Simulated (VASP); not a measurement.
Input of a VASP 6.6.1 run:

File INCAR:

```
PREC     = Accurate       # precision mode
ENCUT    = 520            # plane-wave cutoff, eV
EDIFF    = 1E-7           # SCF threshold, eV
ISMEAR   = 0              # smearing method
SIGMA    = 0.1            # smearing width, eV
LREAL    = False          # projectors in reciprocal space
LASPH    = True           # aspherical terms in the spheres
NELM     = 100            # most SCF steps
ALGO     = Normal         # electronic algorithm
ISIF     = 2              # what is computed and relaxed
LWAVE    = False          # write WAVECAR
LCHARG   = True           # write CHGCAR
GGA      = PE             # functional
LELF     = True           # ELF
LVHAR    = True         
NBANDS   = 28             # bands
```

KPOINTS

```
regular mesh
0
Gamma
  10 10 10
```

File POSCAR:

```
YbSb3
1.0
    0.0000000000      3.8361797110      3.8361797110
    3.8361797110      0.0000000000      3.8361797110
    3.8361797110      3.8361797110      0.0000000000
Yb Sb
1 3
Direct
    0.5000000000      0.5000000000      0.5000000000
    0.2500000000      0.2500000000      0.2500000000
    0.7500000000      0.7500000000      0.7500000000
    0.0000000000      0.0000000000      0.0000000000
```

Potentials or basis: VASP PAW PBE potentials, release 64 (Yb, Sb).

Command:

```console
$ cat potpaw_PBE.64/Yb/POTCAR potpaw_PBE.64/Sb/POTCAR > POTCAR
$ mpirun -np 1 vasp_std > vasp.out
```

(1) Estimate the pressure.

## Answers

(1) -0.1 GPa.
